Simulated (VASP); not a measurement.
Write the native input for VASP 6.6.1 that does the following.

```
Task                   : single point
Functional             : PBE
Potentials or basis    : VASP PAW PBE potentials, release 64 (Al)
Cutoff                 : 400 eV
k mesh                 : 15 × 15 × 1
Occupations            : methfessel-paxton, width 0.1 eV
Spin                   : no spin polarisation
Dipole correction      : yes
Further INCAR settings : ALGO = Normal; EDIFF = 1e-06; NBANDS = 14; NELMDL = -8
```

The structure of Al lies in POSCAR:

```
Al
1.0
    3.0028735933      0.0000000291      0.0000000000
   -1.5014368219      2.6005648016      0.0000000000
    0.0000000000      0.0000000000     33.0306503904
Al
4
Direct
    0.6666666667      0.3333333333      0.6148424729
    0.3333333333      0.6666666667      0.6812766721
    1.0000000000      0.0000000000      0.7477768151
    0.6666666667      0.3333333333      0.8150420224
```

One way to write it, as run:

INCAR

```
SYSTEM = Al
  PREC = Accurate
  ENCUT = 400
  EDIFF = 1E-6
  ISMEAR = 1
  SIGMA = 0.1
  LREAL = .False.
  LASPH = .True.
  NELM = 120
  ALGO = Normal
  ISIF = 2
  LWAVE = .False.
  LCHARG = .False.
  LDIPOL = .True.
  IDIPOL = 3
  DIPOL = 0.5 0.5 0.715
  GGA = PE
  NBANDS = 14
  GGA_COMPAT = .False.
  NELMDL = -8
```

KPOINTS

```
regular mesh
0
Gamma
  15 15 1
  0 0 0
```

Potentials or basis: VASP PAW PBE potentials, release 64 (Al).

Run with:

```console
$ cat potpaw_PBE.64/Al/POTCAR > POTCAR
$ mpirun -np 1 vasp_std > vasp.out
```

It gave:

| Quantity | Value |
| --- | --- |
| Largest force | 0.196 eV/Å |
| Band gap on the k mesh | zero (bands 6 and 7 overlap by 2.26 eV) |

It took 2.1 min on 1 thread of AMD EPYC 7R13 Processor (Zen 3) (shared host), peak memory 0.26 GiB.
